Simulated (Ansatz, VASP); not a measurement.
Two plane-wave programs on Si2Sn3

```
Si Sn
1.0
     3.44883    0.00000    0.00000
    -1.72441    2.98677    0.00000
     0.00000    0.00000   22.84058
Si Sn
4 6
Direct
  0.33333 0.66667 0.93702
  0.33333 0.66667 0.06298
  0.33333 0.66667 0.50000
  0.66667 0.33333 0.00000
  0.33333 0.66667 0.71211
  0.33333 0.66667 0.28789
  0.66667 0.33333 0.83308
  0.66667 0.33333 0.16692
  0.66667 0.33333 0.40664
  0.66667 0.33333 0.59336
```

Alike in both runs: functional PBE; k mesh 6 × 6 × 1; occupations gaussian, width 0.1 eV; no spin polarisation.

Ansatz relaxed the structure, and its values are those at the end. VASP's run is a single point on that final structure, the one shown.

|  | VASP | Ansatz |
| --- | --- | --- |
| version | VASP 6.6.1 | Ansatz 0.2.0 |
| potentials or method | VASP PAW PBE potentials, release 64 (Si, Sn_d), cutoff 520 eV | scalar-relativistic, plane waves, PAW |
| valence electrons in the cell | 100 | 100 |

Ansatz gave:

```
gap on the k mesh at the Fermi level (eV) : none
pressure (GPa)                            : 0.3
rms of the force components (eV/Å)        : 0.005
```

What did VASP give for the same quantities?

gap on the k mesh at the Fermi level (eV): none; pressure (GPa): 0.2; rms of the force components (eV/Å): 0.007.

A gap of «none» marks a metal or a gap that the smearing closes. The functional is the same, so the differences come from potentials, cutoffs and numerics.
